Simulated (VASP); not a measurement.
Wanted: the native input for a VASP 6.6.1 run.

```yaml
Task: relaxation of the atoms
Functional: PBEsol
Potentials_or_basis: VASP PAW PBE potentials, release 64 (Mg, Si)
Cutoff: 520 eV
k_mesh: 9 × 9 × 1
Occupations: gaussian, width 0.1 eV
Spin: no spin polarisation
Dipole_correction: yes
Atoms_held_fixed_from_0: "[0, 1]"
Further_INCAR_settings: ALGO = Normal; EDIFF = 1e-06; IBRION = 2; EDIFFG = -0.03; NSW = 90
```

The structure of Mg4Si lies in POSCAR:

```
Mg4Si
1.0
    3.1881999938      0.0000000000      0.0000000000
   -1.5940999969      2.7610621870      0.0000000000
    0.0000000000      0.0000000000     26.6626988054
Mg Si
4 1
Selective dynamics
Direct
    0.6666666667      0.3333333333      0.3187974354  F F F
    0.3333333333      0.6666666667      0.4145954247  F F F
    0.6666666667      0.3333333333      0.5089990241  T T T
    0.3333333333      0.6666666667      0.6063904499  T T T
   -0.1666666667     -0.3333333333      0.6799013879  T T T
```

The input as run:

INCAR

```
ALGO = Normal
DIPOL = 0.5 0.5 0.506
EDIFF = 1E-6
EDIFFG = -0.03
ENCUT = 520
GGA = PS
IBRION = 2
IDIPOL = 3
ISIF = 2
ISMEAR = 0
LASPH = True
LCHARG = False
LDIPOL = True
LREAL = False
LWAVE = False
NELM = 80
NSW = 90
PREC = Accurate
SIGMA = 0.1
```

KPOINTS

```
k-points
0
Gamma
  9 9 1
```

Potentials or basis: VASP PAW PBE potentials, release 64 (Mg, Si).

Launch:

```bash
$ cat potpaw_PBE.64/Mg/POTCAR potpaw_PBE.64/Si/POTCAR > POTCAR
$ mpirun -np 1 vasp_std > vasp.out
```

It gave:

```yaml
Energy_gained_by_relaxing: 56.5 meV/atom
Ionic_steps: 39
Band_gap_on_the_k_mesh: zero (bands 6 and 7 overlap by 0.23 eV)
```

Wall time 57 min on 1 thread of Intel Xeon 8259CL, with other jobs on the host, peak memory 0.35 GiB.
